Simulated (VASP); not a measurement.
# GaN (I4/mmm) in VASP: further runs, part 2 of 2

VASP 6.6.1. The steps go on from the part before.

## 4. Electric field gradients, PBEsol (zz strain of +1 %)

File INCAR:

```
PREC = Accurate
ENCUT = 520
EDIFF = 1E-8
ISMEAR = -1
SIGMA = 0.02
LREAL = False
LASPH = True
NELM = 100
ALGO = Normal
ISIF = 2
LWAVE = False
LCHARG = False
GGA = PS
LEFG = True
NBANDS = 16
```

File KPOINTS:

```
Automatic mesh
0
Gamma
  10 10 10
```

File POSCAR:

```
GaN
1.0
    0.0000000000      1.9925000000      2.0124250000
    1.9925000000      0.0000000000      2.0124250000
    1.9925000000      1.9925000000      0.0000000000
Ga N
1 1
Direct
    0.5000000000      0.5000000000      0.5000000000
    0.0000000000      0.0000000000      0.0000000000
```

Potentials or basis: VASP PAW PBE potentials, release 64 (Ga_d, N).

Started as:

```
$ cat potpaw_PBE.64/Ga_d/POTCAR potpaw_PBE.64/N/POTCAR > POTCAR
$ mpirun -np 1 vasp_std > vasp.out
```

OUTCAR:

```text
PREC = Accurate
   ENCUT = 520
   EDIFF = 1E-8
   ISMEAR = -1
   LREAL = False
   LASPH = True
   NELM = 100
   ISIF = 2
   GGA = PS

 ion  position               nearest neighbor table
   1  0.500  0.500  0.500-   2 1.99   2 1.99   2 1.99   2 1.99   2 2.01   2 2.01
   2  0.000  0.000  0.000-   1 1.99   1 1.99   1 1.99   1 1.99   1 2.01   1 2.01

  LATTYP: Found a body centered tetragonal cell.
 ALAT       =     2.8178205230
 C/A-ratio  =     1.4283556980

  Lattice vectors:

 A1 = (  -1.9925000000,   0.0000000000,   2.0124250000)
 A2 = (   1.9925000000,   0.0000000000,   2.0124250000)
 A3 = (   0.0000000000,   1.9925000000,  -2.0124250000)

Analysis of symmetry for initial positions (statically):
=====================================================================
 Subroutine PRICEL returns:
 Original cell was already a primitive cell.

 Routine SETGRP: Setting up the symmetry group for a
 body centered tetragonal supercell.

 Subroutine GETGRP returns: Found 16 space group operations
 (whereof 16 operations were pure point group operations)
 out of a pool of 16 trial point group operations.

The static configuration has the point symmetry D_4h.

Analysis of symmetry for dynamics (positions and initial velocities):
=====================================================================
 Subroutine PRICEL returns:
 Original cell was already a primitive cell.

 Routine SETGRP: Setting up the symmetry group for a
 body centered tetragonal supercell.

 Subroutine GETGRP returns: Found 16 space group operations
 (whereof 16 operations were pure point group operations)
 out of a pool of 16 trial point group operations.

The dynamic configuration has the point symmetry D_4h.

 Subroutine INISYM returns: Found 16 space group operations
 (whereof 16 operations are pure point group operations),
 and found     1 'primitive' translations

----------------------------------------------------------------------------------------

                                     Primitive cell

  volume of cell :      15.9789

  direct lattice vectors                    reciprocal lattice vectors
     0.000000000  1.992500000  2.012425000    -0.250941029  0.250941029  0.248456464
     1.992500000  0.000000000  2.012425000     0.250941029 -0.250941029  0.248456464
     1.992500000  1.992500000  0.000000000     0.250941029  0.250941029 -0.248456464

  length of vectors
     2.831944673  2.831944673  2.817820523     0.433212897  0.433212897  0.433212897

  position of ions in fractional coordinates (direct lattice)
     0.500000000  0.500000000  0.500000000
     0.000000000  0.000000000  0.000000000

  ion indices of the primitive-cell ions
   primitive index   ion index
                 1           1
                 2           2

----------------------------------------------------------------------------------------

 KPOINTS: Automatic mesh

Automatic generation of k-mesh.
 Grid dimensions read from file:
 generate k-points for:   10   10   10

[... 66 lines left out ...]
   NSW    =      0    number of steps for IOM
   IBRION =     -1    ionic relax: 0-MD 1-quasi-New 2-CG
   NFREE  =      0    steps in history (QN), initial steepest desc. (CG)
   ISIF   =      2    stress and relaxation
   ISYM   =      2    0-nonsym 1-usesym 2-fastsym
   POTIM  = 0.5000    time-step for ionic-motion
   TEBEG  =    0.0;   TEEND  =   0.0 temperature during run
   PSTRESS=    0.0 pullay stress
   NELECT =      18.0000    total number of electrons
   NUPDOWN=      -1.0000    fix difference up-down
   EMIN   =  10.00;   EMAX   =-10.00  energy-range for DOS
   EFERMI =   0.00;   METHOD = LEGACY
   ISMEAR =    -1;   SIGMA  =   0.02  broadening in eV -4-tet -1-fermi 0-gaus
   EFERMI_NEDOS =   21; number of points for ismear=-14 and -15
   IALGO  =     38    algorithm
   IMIX   =      4    mixing-type and parameters
     AMIX     =   0.40;   BMIX     =  1.00
     AMIX_MAG =   1.60;   BMIX_MAG =  1.00
  volume/ion in A,a.u.               =       7.99        53.92
  Fermi-wavevector in a.u.,A,eV,Ry     =   1.703401  3.218961 39.478321  2.901575
  Thomas-Fermi vector in A             =   2.782994
   LORBIT       =      0    0 simple, 1 ext, 2 COOP (PROOUT), +10 PAW based schemes
   GGA     = PS    functional components
   LHFCALC =     F    Hartree Fock is set to
   AEXX    =    0.0000 exact exchange contribution
   IVDW    =     0    specifies the selected vdW correction
   LEPSILON=     F    determine dielectric tensor
   LRPA    =     F    only Hartree local field effects (RPA)
 non-spin polarized calculation
  energy-cutoff  :      520.00
  volume of cell :       15.98
 maximum number of plane-waves:       448
 NGX is ok and might be reduce to    24
   NGX = 11   NGY = 11   NGZ = 11

 number of electron      18.0000000 magnetization

 Free energy of the ion-electron system (eV)
  ---------------------------------------------------
  ext. energy  EPLUGINS =         0.00000000
  ---------------------------------------------------
  free energy    TOTEN  =       -11.83673846 eV

  energy without entropy =      -11.83673846  energy(sigma->0) =      -11.83673846

 E-fermi :  10.5779     XC(G=0): -14.2673

 val. band max:       10.0566158379   @ k =  -0.2000   0.2000   0.0000
 cond. band min:      11.6350328189   @ k =   0.5000   0.0000   0.5000
 fundamental gap:      1.5784169811
 Fermi energy:        10.5778722195

 k-point     1 :       0.0000    0.0000    0.0000
  band No.  band energies     occupation
      1      -9.1177      2.00000
      2      -3.9208      2.00000
      3      -3.9089      2.00000
      4      -3.9089      2.00000
      5      -3.7715      2.00000
      6      -3.7541      2.00000
[... 433 lines left out ...]
      3      -3.7098      2.00000
      4      -3.6736      2.00000
      5      -3.5427      2.00000
      6      -2.9571      2.00000
[... 8 lines left out ...]
     15      37.1751      0.00000
     16      38.8389      0.00000

 [... further k-points ...]
[... 5 lines left out ...]
  --------------------------------------------------------------------------------------
  -------------------------------------------------------------------------------------
  Total        5.6311214      5.6311214      5.1631884      0.0000000      0.0000000      0.0000000
  in kB      564.6237148    564.6237148    517.7048032      0.0000000      0.0000000      0.0000000
  external PRESSURE =     548.9840776 kB  Pullay stress =       0.0000000 kB

 VOLUME and BASIS-vectors are now :
 -----------------------------------------------------------------------------
  energy-cutoff  :      520.00
  volume of cell :       15.98
      direct lattice vectors                 reciprocal lattice vectors
     0.000000000  1.992500000  2.012425000    -0.250941029  0.250941029  0.248456464
     1.992500000  0.000000000  2.012425000     0.250941029 -0.250941029  0.248456464
     1.992500000  1.992500000  0.000000000     0.250941029  0.250941029 -0.248456464

 POSITION                                       TOTAL-FORCE (eV/Angst)
 -----------------------------------------------------------------------------------
      1.99250      1.99250      2.01242         0.000000     -0.000000      0.000000
      0.00000      0.00000      0.00000        -0.000000      0.000000     -0.000000
 -----------------------------------------------------------------------------------
    total drift:                                0.000000     -0.000000      0.000000

  FREE ENERGIE OF THE ION-ELECTRON SYSTEM (eV)
  ---------------------------------------------------
  free  energy   TOTEN  =       -11.8367384591 eV

  energy  without entropy=      -11.8367384591  energy(sigma->0) =      -11.83673846

 Electric field gradients (V/A^2)
---------------------------------------------------------------------
 ion       V_xx      V_yy      V_zz      V_xy      V_xz      V_yz
---------------------------------------------------------------------
   1      -5.026    -5.026    10.052    -0.002    -0.001    -0.001
   2       0.110     0.110    -0.220    -0.000    -0.000    -0.000
---------------------------------------------------------------------

 Electric field gradients after diagonalization (V/A^2)
 (convention: |V_zz| > |V_xx| > |V_yy|)
----------------------------------------------------------------------
 ion       V_xx      V_yy      V_zz     asymmetry (V_yy - V_xx)/ V_zz
----------------------------------------------------------------------
   1      -5.029    -5.024    10.052       0.000
   2       0.110     0.110    -0.220       0.001
----------------------------------------------------------------------

           NMR quadrupolar parameters

 Cq : quadrupolar parameter    Cq=e*Q*V_zz/h
 eta: asymmetry parameters     (V_yy - V_xx)/ V_zz
 Q  : nuclear electric quadrupole moment in mb (millibarn)
----------------------------------------------------------------------
 ion       Cq(MHz)       eta       Q (mb)
----------------------------------------------------------------------
   1       0.024       0.000       1.000
   2      -0.001       0.001       1.000
----------------------------------------------------------------------
```

Run time: 54 s. Hardware: 1 thread of Intel Xeon 8259CL, shared host; peak memory 0.16 GiB.

What came out:

```
Free energy            : -11.8367 eV
Pressure               : 54.9 GPa
Band gap on the k mesh : 1.58 eV, indirect (least direct gap 5.01 eV)
```

Levels at points of the mesh, in eV from the valence-band top:
```
           k point  band 5  band 6  band 7  band 8  band 9  band 10  band 11  band 12  band 13  band 14
(0.00, 0.00, 0.00)  -13.83  -13.81   -0.80   -0.80   -0.71     4.30    15.56    15.64    15.64    16.41
(0.50, 0.00, 0.00)  -13.61  -13.60   -9.19   -0.20   -0.13     5.30     9.83    10.06    11.72    17.87
(0.50, 0.50, 0.00)  -13.52  -10.57   -8.66   -3.74   -3.74     1.71     7.95    13.50    16.76    16.76
(0.50, 0.00, 0.50)  -13.51  -10.45   -8.62   -3.89   -3.74     1.58     7.82    13.61    16.48    16.82
```

Electric field gradients, principal values (V/Å²):
```csv
atom,least,middle,greatest (by size)
1 Ga,-5.024,-5.029,10.052
2 N,0.110,0.110,-0.220
```

Caveat: the cell differs from its parent crystal (zz strain of +1 %); without QUAD_EFG the Cq values of the log hold for a quadrupole moment of 1 mb, not for the nuclei; the PAW data sets were made with another functional, which shifts forces and pressure a little.

## 5. Electric field gradients, PBEsol (zz strain of +1 %)

File INCAR:

```
SYSTEM = GaN
PREC     = Accurate       ! precision mode
ENCUT    = 520            ! plane-wave cutoff, eV
EDIFF    = 1E-8           ! SCF threshold, eV
ISMEAR   = -1             ! smearing method
SIGMA    = 0.02           ! smearing width, eV
LREAL    = .FALSE.        ! projectors in reciprocal space
LASPH    = .TRUE.         ! aspherical terms in the spheres
NELM     = 80             ! most SCF steps
ALGO     = Normal         ! electronic algorithm
ISIF     = 2              ! what is computed and relaxed
LWAVE    = .FALSE.        ! write WAVECAR
LCHARG   = .FALSE.        ! write CHGCAR
GGA      = PS             ! functional
LEFG     = .TRUE.       
NBANDS   = 16             ! bands
```

File KPOINTS:

```
regular mesh
0
G
  10 10 10
  0 0 0
```

POSCAR is that of step 4.

Potentials or basis: VASP PAW PBE potentials, release 64 (Ga_d, N).

Started as:

```
$ cat potpaw_PBE.64/Ga_d/POTCAR potpaw_PBE.64/N/POTCAR > POTCAR
$ mpirun -np 1 vasp_std > vasp.out
```

OUTCAR:

```text
SYSTEM = GaN
   PREC = Accurate
   ENCUT = 520
   EDIFF = 1E-8
   ISMEAR = -1
   LREAL = .FALSE.
   LASPH = .TRUE.
   NELM = 80
   ISIF = 2
   GGA = PS

 ion  position               nearest neighbor table
   1  0.500  0.500  0.500-   2 1.99   2 1.99   2 1.99   2 1.99   2 2.01   2 2.01
   2  0.000  0.000  0.000-   1 1.99   1 1.99   1 1.99   1 1.99   1 2.01   1 2.01

  LATTYP: Found a body centered tetragonal cell.
 ALAT       =     2.8178205230
 C/A-ratio  =     1.4283556980

  Lattice vectors:

 A1 = (  -1.9925000000,   0.0000000000,   2.0124250000)
 A2 = (   1.9925000000,   0.0000000000,   2.0124250000)
 A3 = (   0.0000000000,   1.9925000000,  -2.0124250000)

Analysis of symmetry for initial positions (statically):
=====================================================================
 Subroutine PRICEL returns:
 Original cell was already a primitive cell.

 Routine SETGRP: Setting up the symmetry group for a
[... 647 lines left out ...]
      direct lattice vectors                 reciprocal lattice vectors
     0.000000000  1.992500000  2.012425000    -0.250941029  0.250941029  0.248456464
     1.992500000  0.000000000  2.012425000     0.250941029 -0.250941029  0.248456464
     1.992500000  1.992500000  0.000000000     0.250941029  0.250941029 -0.248456464

 POSITION                                       TOTAL-FORCE (eV/Angst)
 -----------------------------------------------------------------------------------
      1.99250      1.99250      2.01242         0.000000     -0.000000      0.000000
      0.00000      0.00000      0.00000        -0.000000      0.000000     -0.000000
 -----------------------------------------------------------------------------------
    total drift:                                0.000000     -0.000000      0.000000

  FREE ENERGIE OF THE ION-ELECTRON SYSTEM (eV)
  ---------------------------------------------------
  free  energy   TOTEN  =       -11.8367384591 eV

  energy  without entropy=      -11.8367384591  energy(sigma->0) =      -11.83673846

 Electric field gradients (V/A^2)
---------------------------------------------------------------------
 ion       V_xx      V_yy      V_zz      V_xy      V_xz      V_yz
---------------------------------------------------------------------
   1      -5.026    -5.026    10.052    -0.002    -0.001    -0.001
   2       0.110     0.110    -0.220    -0.000    -0.000    -0.000
---------------------------------------------------------------------

 Electric field gradients after diagonalization (V/A^2)
 (convention: |V_zz| > |V_xx| > |V_yy|)
----------------------------------------------------------------------
 ion       V_xx      V_yy      V_zz     asymmetry (V_yy - V_xx)/ V_zz
----------------------------------------------------------------------
   1      -5.029    -5.024    10.052       0.000
   2       0.110     0.110    -0.220       0.001
----------------------------------------------------------------------

           NMR quadrupolar parameters

 Cq : quadrupolar parameter    Cq=e*Q*V_zz/h
 eta: asymmetry parameters     (V_yy - V_xx)/ V_zz
 Q  : nuclear electric quadrupole moment in mb (millibarn)
----------------------------------------------------------------------
 ion       Cq(MHz)       eta       Q (mb)
----------------------------------------------------------------------
   1       0.024       0.000       1.000
   2      -0.001       0.001       1.000
----------------------------------------------------------------------
```

It took 49 s on 1 thread of Intel Xeon 8259CL, shared host; peak memory 0.16 GiB.

What came out:

| Property | Result |
| --- | --- |
| Free energy | -11.8367 eV |
| Pressure | 54.9 GPa |
| Band gap on the k mesh | 1.58 eV, indirect (least direct gap 5.01 eV) |

Stress tensor (GPa, compression positive):
```
56.46  0.00  0.00
 0.00 56.46  0.00
 0.00  0.00 51.77
```

Levels at points of the mesh, in eV from the valence-band top:
```tsv
k point	band 5	band 6	band 7	band 8	band 9	band 10	band 11	band 12	band 13	band 14
(0.00, 0.00, 0.00)	-13.83	-13.81	-0.80	-0.80	-0.71	4.30	15.56	15.64	15.64	16.41
(0.50, 0.00, 0.00)	-13.61	-13.60	-9.19	-0.20	-0.13	5.30	9.83	10.06	11.72	17.87
(0.50, 0.50, 0.00)	-13.52	-10.57	-8.66	-3.74	-3.74	1.71	7.95	13.50	16.76	16.76
(0.50, 0.00, 0.50)	-13.51	-10.45	-8.62	-3.89	-3.74	1.58	7.82	13.61	16.48	16.82
```

Electric field gradients, principal values (V/Å²):
```tsv
atom	least	middle	greatest (by size)
1 Ga	-5.024	-5.029	10.052
2 N	0.110	0.110	-0.220
```

Caveat: the cell differs from its parent crystal (zz strain of +1 %); without QUAD_EFG the Cq values of the log hold for a quadrupole moment of 1 mb, not for the nuclei; the PAW data sets were made with another functional, which shifts forces and pressure a little.

## 6. Overview

```tsv
cell	gap on the mesh (eV)	pressure (GPa)
a = 2.790, b = 2.790, c = 2.818 Å, angles 59.7, 59.7, 60.7°, 2 atoms	1.66	69.7
a = 2.804, b = 2.804, c = 2.818 Å, angles 59.8, 59.8, 60.3°, 2 atoms	1.69	64.4
a = 2.832, b = 2.832, c = 2.818 Å, angles 60.2, 60.2, 59.7°, 2 atoms	1.58	54.9
```

Alike in all rows: task electric field gradients; level PBEsol; potentials or basis VASP PAW PBE potentials, release 64 (Ga_d, N); no spin polarisation; k mesh 10 × 10 × 10; cutoff (eV) 520; smearing fermi-dirac 0.02 eV.

Caveats: the PAW data sets were made with another functional, which shifts forces and pressure a little.

Absolute energies hang on the potentials; compare differences alone.
